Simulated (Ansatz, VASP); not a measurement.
## One calculation of Rh, two programs

Contents of INCAR:

```
  ALGO = Normal
  EDIFF = 1E-6
  ENCUT = 500
  GGA = PE
  GGA_COMPAT = False
  ISIF = 2
  ISMEAR = 1
  LASPH = True
  LCHARG = False
  LREAL = False
  LWAVE = False
  NBANDS = 14
  NELM = 120
  PREC = Accurate
  SIGMA = 0.05
```

KPOINTS

```
k-points
0
Gamma
  13 13 13
```

The input POSCAR:

```
Rh
1.0
    0.0000000000      1.8656768355      1.8656768355
    1.8656768355      0.0000000000      1.8656768355
    1.8656768355      1.8656768355      0.0000000000
Rh
1
Direct
    0.0000000000      0.0000000000      0.0000000000
```

Input for Ansatz:

```yaml
crystal:
  lattice:
    - [0.0, 1.8656768354531044, 1.8656768354531044]
    - [1.8656768354531044, 0.0, 1.8656768354531044]
    - [1.8656768354531044, 1.8656768354531044, 0.0]
  atoms:
    - { symbol: Rh, position: [0.0, 0.0, 0.0] }
basis:
  ecutwfc: 550.0
kpoints:
  mp_grid:
    grid: [13, 13, 13]
hamiltonian:
  xc: pbe
scf:
  max_iter: 75
  occupations:
    method: cold
    width: 0.05
output:
  stress: true
```

Alike in both runs: task single point; functional PBE; k mesh 13 × 13 × 13; no spin polarisation.

|  | VASP | Ansatz |
| --- | --- | --- |
| version | VASP 6.6.1 | Ansatz 0.2.0 |
| potentials or method | VASP PAW PBE potentials, release 64 (Rh_pv), cutoff 500 eV | plane waves, PAW |
| occupations | methfessel-paxton of order 1, width 0.05 eV | cold, width 0.05 eV |
| valence electrons in the cell | 15 | 17 |

|  | VASP | Ansatz | Ansatz less VASP |
| --- | --- | --- | --- |
| pressure (GPa) | 24.9 | 24.6 | -0.30 |

VASP's potentials hold 15 valence electrons a cell and Ansatz's 17, so a difference there can come from the potentials and not from the codes.
